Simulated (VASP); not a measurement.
# CdSe (F-43m) in VASP: notebook, part 2 of 3

VASP 6.6.1.

### 3 Single point, PBEsol

This run uses another cell than the first one, of 22.44 Å³/atom, 1.067 times its volume.

File INCAR:

```
SYSTEM = CdSe
PREC = Accurate ; ENCUT = 520
EDIFF = 1E-7 ; ISMEAR = -1
SIGMA = 0.05 ; LREAL = .FALSE.
LASPH = .TRUE. ; NELM = 60
ALGO = Normal ; ISIF = 2
LWAVE = .FALSE. ; LCHARG = .FALSE.
GGA = PS ; NBANDS = 16
```

File KPOINTS:

```
regular mesh
0
G
  8 8 8
  0 0 0
```

File POSCAR:

```
CdSe
1.0
    0.0000000000      2.8204865344      2.8204865344
    2.8204865344      0.0000000000      2.8204865344
    2.8204865344      2.8204865344      0.0000000000
Cd Se
1 1
Direct
    0.0000000000      0.0000000000      0.0000000000
    0.2500000000      0.2500000000      0.2500000000
```

Potentials or basis: VASP PAW PBE potentials, release 64 (Cd, Se).

Run with:

```console
> cat potpaw_PBE.64/Cd/POTCAR potpaw_PBE.64/Se/POTCAR > POTCAR
> mpirun -np 1 vasp_std > vasp.out
```

OUTCAR:

```text
SYSTEM = CdSe
   PREC = Accurate
   ENCUT = 520
   EDIFF = 1E-7
   ISMEAR = -1
   LREAL = .FALSE.
   LASPH = .TRUE.
   NELM = 60
   ISIF = 2
   GGA = PS

 ion  position               nearest neighbor table
   1  0.000  0.000  0.000-   2 2.44   2 2.44   2 2.44   2 2.44
   2  0.250  0.250  0.250-   1 2.44   1 2.44   1 2.44   1 2.44

  LATTYP: Found a face centered cubic cell.
 ALAT       =     5.6409730688

  Lattice vectors:

 A1 = (   0.0000000000,   2.8204865344,   2.8204865344)
 A2 = (   2.8204865344,   0.0000000000,   2.8204865344)
 A3 = (   2.8204865344,   2.8204865344,   0.0000000000)

Analysis of symmetry for initial positions (statically):
=====================================================================
 Subroutine PRICEL returns:
 Original cell was already a primitive cell.

 Routine SETGRP: Setting up the symmetry group for a
 face centered cubic supercell.

 Subroutine GETGRP returns: Found 24 space group operations
 (whereof 24 operations were pure point group operations)
 out of a pool of 48 trial point group operations.

The static configuration has the point symmetry T_d .

Analysis of symmetry for dynamics (positions and initial velocities):
=====================================================================
 Subroutine PRICEL returns:
 Original cell was already a primitive cell.

 Routine SETGRP: Setting up the symmetry group for a
 face centered cubic supercell.

 Subroutine GETGRP returns: Found 24 space group operations
 (whereof 24 operations were pure point group operations)
 out of a pool of 48 trial point group operations.

The dynamic configuration has the point symmetry T_d .

 Subroutine INISYM returns: Found 24 space group operations
 (whereof 24 operations are pure point group operations),
 and found     1 'primitive' translations

----------------------------------------------------------------------------------------

                                     Primitive cell

  volume of cell :      44.8748

  direct lattice vectors                    reciprocal lattice vectors
     0.000000000  2.820486534  2.820486534    -0.177274379  0.177274379  0.177274379
     2.820486534  0.000000000  2.820486534     0.177274379 -0.177274379  0.177274379
     2.820486534  2.820486534  0.000000000     0.177274379  0.177274379 -0.177274379

  length of vectors
     3.988770309  3.988770309  3.988770309     0.307048232  0.307048232  0.307048232

  position of ions in fractional coordinates (direct lattice)
     0.000000000  0.000000000  0.000000000
     0.250000000  0.250000000  0.250000000

  ion indices of the primitive-cell ions
   primitive index   ion index
                 1           1
                 2           2

----------------------------------------------------------------------------------------

 KPOINTS: regular mesh

Automatic generation of k-mesh.
 Grid dimensions read from file:
 generate k-points for:    8    8    8

 Generating k-lattice:

  Cartesian coordinates                     Fractional coordinates (reciprocal lattice)
    -0.022159297  0.022159297  0.022159297     0.125000000  0.000000000  0.000000000
     0.022159297 -0.022159297  0.022159297     0.000000000  0.125000000  0.000000000
     0.022159297  0.022159297 -0.022159297     0.000000000  0.000000000  0.125000000

  Length of vectors
     0.038381029  0.038381029  0.038381029

  Shift w.r.t. Gamma in fractional coordinates (k-lattice)
     0.000000000  0.000000000  0.000000000

 Subroutine IBZKPT returns following result:
 ===========================================

 Found     29 irreducible k-points:

 Following reciprocal coordinates:
            Coordinates               Weight
  0.000000  0.000000  0.000000      1.000000
  0.125000  0.000000  0.000000      8.000000
  0.250000  0.000000  0.000000      8.000000
  0.375000  0.000000  0.000000      8.000000
  0.500000  0.000000  0.000000      4.000000
  0.125000  0.125000  0.000000      6.000000
[... 16 lines left out ...]
  0.500000  0.250000  0.125000     48.000000
 -0.375000  0.250000  0.125000     24.000000
 [... further k-points ...]
   k-points           NKPTS =     29   k-points in BZ     NKDIM =     29   number of bands    NBANDS=     16
   number of dos      NEDOS =    301   number of ions     NIONS =      2
   total plane-waves  NPLWV =  27000
   dimension x,y,z NGX =    30 NGY =   30 NGZ =   30
   dimension x,y,z NGXF=    60 NGYF=   60 NGZF=   60
   ions per type =               1   1
   NGX,Y,Z   is equivalent  to a cutoff of  12.50, 12.50, 12.50 a.u.
   NGXF,Y,Z  is equivalent  to a cutoff of  25.01, 25.01, 25.01 a.u.
 SYSTEM =  CdSe
   PREC   = accura    normal or accurate (medium, high low for compatibility)
   ISTART =      0    job   : 0-new  1-cont  2-samecut
   ICHARG =      2    charge: 1-file 2-atom 10-const
   ISPIN  =      1    spin polarized calculation?
   LNONCOLLINEAR =      F non collinear calculations
   LSORBIT =      F    spin-orbit coupling
   LASPH  =      T    aspherical Exc in radial PAW
   ENCUT  =  520.0 eV  38.22 Ry    6.18 a.u.   7.42  7.42  7.42*2*pi/ulx,y,z
   NELM   =     60;   NELMIN=  2; NELMDL= -5     # of ELM steps
   EDIFF  = 0.1E-06   stopping-criterion for ELM
   LREAL  =      F    real-space projection
   EDIFFG = 0.1E-05   stopping-criterion for IOM
   NSW    =      0    number of steps for IOM
   IBRION =     -1    ionic relax: 0-MD 1-quasi-New 2-CG
   NFREE  =      0    steps in history (QN), initial steepest desc. (CG)
   ISIF   =      2    stress and relaxation
   ISYM   =      2    0-nonsym 1-usesym 2-fastsym
   POTIM  = 0.5000    time-step for ionic-motion
   TEBEG  =    0.0;   TEEND  =   0.0 temperature during run
   PSTRESS=    0.0 pullay stress
   NELECT =      18.0000    total number of electrons
   NUPDOWN=      -1.0000    fix difference up-down
   EMIN   =  10.00;   EMAX   =-10.00  energy-range for DOS
   EFERMI =   0.00;   METHOD = LEGACY
   ISMEAR =    -1;   SIGMA  =   0.05  broadening in eV -4-tet -1-fermi 0-gaus
   EFERMI_NEDOS =   21; number of points for ismear=-14 and -15
   IALGO  =     38    algorithm
   IMIX   =      4    mixing-type and parameters
     AMIX     =   0.40;   BMIX     =  1.00
     AMIX_MAG =   1.60;   BMIX_MAG =  1.00
  volume/ion in A,a.u.               =      22.44       151.41
  Fermi-wavevector in a.u.,A,eV,Ry     =   1.207346  2.281553 19.832990  1.457684
  Thomas-Fermi vector in A             =   2.342986
   LORBIT       =      0    0 simple, 1 ext, 2 COOP (PROOUT), +10 PAW based schemes
   GGA     = PS    functional components
   LHFCALC =     F    Hartree Fock is set to
   AEXX    =    0.0000 exact exchange contribution
   IVDW    =     0    specifies the selected vdW correction
   LEPSILON=     F    determine dielectric tensor
   LRPA    =     F    only Hartree local field effects (RPA)
 non-spin polarized calculation
  energy-cutoff  :      520.00
  volume of cell :       44.87
 maximum number of plane-waves:      1243
 NGX is ok and might be reduce to    30
   NGX = 15   NGY = 15   NGZ = 15

 number of electron      17.9999993 magnetization

 Free energy of the ion-electron system (eV)
  ---------------------------------------------------
  ext. energy  EPLUGINS =         0.00000000
  ---------------------------------------------------
  free energy    TOTEN  =        -5.56498690 eV

  energy without entropy =       -5.56498606  energy(sigma->0) =       -5.56498648

 E-fermi :   3.4112     XC(G=0): -10.1708

 val. band max:        2.9268266013   @ k =   0.0000   0.0000   0.0000
 cond. band min:       3.8352424759   @ k =   0.0000   0.0000   0.0000
 fundamental gap:      0.9084158746
 Fermi energy:         3.4112064859

 k-point     1 :       0.0000    0.0000    0.0000
  band No.  band energies     occupation
      1     -11.2876      2.00000
      2      -6.1052      2.00000
      3      -6.1052      2.00000
      4      -6.1052      2.00000
      5      -5.4186      2.00000
      6      -5.4186      2.00000
[... 8 lines left out ...]
     15      14.4819      0.00000
     16      14.4819      0.00000

 k-point     2 :       0.1250    0.0000    0.0000
  band No.  band energies     occupation
      1     -11.1991      2.00000
      2      -6.0746      2.00000
      3      -6.0746      2.00000
      4      -6.0534      2.00000
      5      -5.4214      2.00000
      6      -5.4214      2.00000
[... 8 lines left out ...]
     15      13.4247      0.00000
     16      13.8828      0.00000
[... 387 lines left out ...]
      5      -5.3825      2.00000
      6      -5.0948      2.00000
[... 8 lines left out ...]
     15      15.5930      0.00000
     16      16.1693      0.00000

 k-point    24 :      -0.3750    0.2500    0.1250
  band No.  band energies     occupation
      1     -10.5707      2.00000
      2      -5.8897      2.00000
      3      -5.8304      2.00000
      4      -5.4725      2.00000
      5      -5.3929      2.00000
      6      -4.7561      2.00000
[... 8 lines left out ...]
     15      15.0109      0.00000
     16      16.3374      0.00000

 [... further k-points ...]
[... 5 lines left out ...]
  --------------------------------------------------------------------------------------
  -------------------------------------------------------------------------------------
  Total        5.8388949      5.8388949      5.8388949      0.0000000     -0.0000000     -0.0000000
  in kB      208.4678823    208.4678823    208.4678823      0.0000000     -0.0000000     -0.0000000
  external PRESSURE =     208.4678823 kB  Pullay stress =       0.0000000 kB

 VOLUME and BASIS-vectors are now :
 -----------------------------------------------------------------------------
  energy-cutoff  :      520.00
  volume of cell :       44.87
      direct lattice vectors                 reciprocal lattice vectors
     0.000000000  2.820486534  2.820486534    -0.177274379  0.177274379  0.177274379
     2.820486534  0.000000000  2.820486534     0.177274379 -0.177274379  0.177274379
     2.820486534  2.820486534  0.000000000     0.177274379  0.177274379 -0.177274379

 POSITION                                       TOTAL-FORCE (eV/Angst)
 -----------------------------------------------------------------------------------
      0.00000      0.00000      0.00000        -0.000000     -0.000000     -0.000000
      1.41024      1.41024      1.41024         0.000000      0.000000      0.000000
 -----------------------------------------------------------------------------------
    total drift:                               -0.000000     -0.000000     -0.000000

  FREE ENERGIE OF THE ION-ELECTRON SYSTEM (eV)
  ---------------------------------------------------
  free  energy   TOTEN  =        -5.5649868979 eV

  energy  without entropy=       -5.5649860634  energy(sigma->0) =       -5.56498648
```

Wall time 28 s (1 thread of Intel Xeon Platinum 8488C (Sapphire Rapids), shared host); peak memory 0.17 GiB.

Results:

```yaml
Free_energy: -5.5650 eV
Pressure: 20.8 GPa
Band_gap_on_the_k_mesh: 0.91 eV, direct
```

Caveat: the PAW data sets were made with another functional, which shifts forces and pressure a little.

### 4 Single point, PBEsol

This run uses another cell than the first one, of 24.49 Å³/atom, 1.165 times its volume.

File INCAR:

```
SYSTEM = CdSe
PREC     = Accurate       ! precision mode
ENCUT    = 520            ! plane-wave cutoff, eV
EDIFF    = 1E-7           ! SCF threshold, eV
ISMEAR   = -1             ! smearing method
SIGMA    = 0.05           ! smearing width, eV
LREAL    = .FALSE.        ! projectors in reciprocal space
LASPH    = .TRUE.         ! aspherical terms in the spheres
NELM     = 60             ! most SCF steps
ALGO     = Normal         ! electronic algorithm
ISIF     = 2              ! what is computed and relaxed
LWAVE    = .FALSE.        ! write WAVECAR
LCHARG   = .FALSE.        ! write CHGCAR
GGA      = PS             ! functional
NBANDS   = 16             ! bands
```

File KPOINTS:

```
Automatic mesh
0
G
  8 8 8
  0 0 0
```

File POSCAR:

```
CdSe
1.0
    0.0000000000      2.9038168235      2.9038168235
    2.9038168235      0.0000000000      2.9038168235
    2.9038168235      2.9038168235      0.0000000000
Cd Se
1 1
Direct
    0.0000000000      0.0000000000      0.0000000000
    0.2500000000      0.2500000000      0.2500000000
```

Run with:

```console
> cat potpaw_PBE.64/Cd/POTCAR potpaw_PBE.64/Se/POTCAR > POTCAR
> mpirun -np 1 vasp_std > vasp.out
```

Wall time 25 s (1 thread of Intel Xeon Platinum 8488C (Sapphire Rapids), shared host); peak memory 0.18 GiB.

Results (log left out):

- Free energy: -5.9575 eV
- Pressure: 10.6 GPa
- Band gap on the k mesh: 0.75 eV, direct

Levels at points of the mesh, in eV from the valence-band top:
| k point | band 6 | band 7 | band 8 | band 9 | band 10 | band 11 | band 12 | band 13 |
| --- | --- | --- | --- | --- | --- | --- | --- | --- |
| (0.00, 0.00, 0.00) | -7.96 | 0.00 | 0.00 | 0.00 | 0.75 | 5.81 | 5.81 | 5.81 |
| (0.50, 0.00, 0.00) | -7.55 | -5.36 | -0.98 | -0.98 | 2.43 | 6.35 | 6.35 | 7.59 |
| (0.50, 0.50, 0.00) | -7.47 | -4.81 | -2.41 | -2.41 | 2.70 | 3.71 | 9.70 | 10.96 |

Caveat: the PAW data sets were made with another functional, which shifts forces and pressure a little.

(Continued in part 3 of 3.)
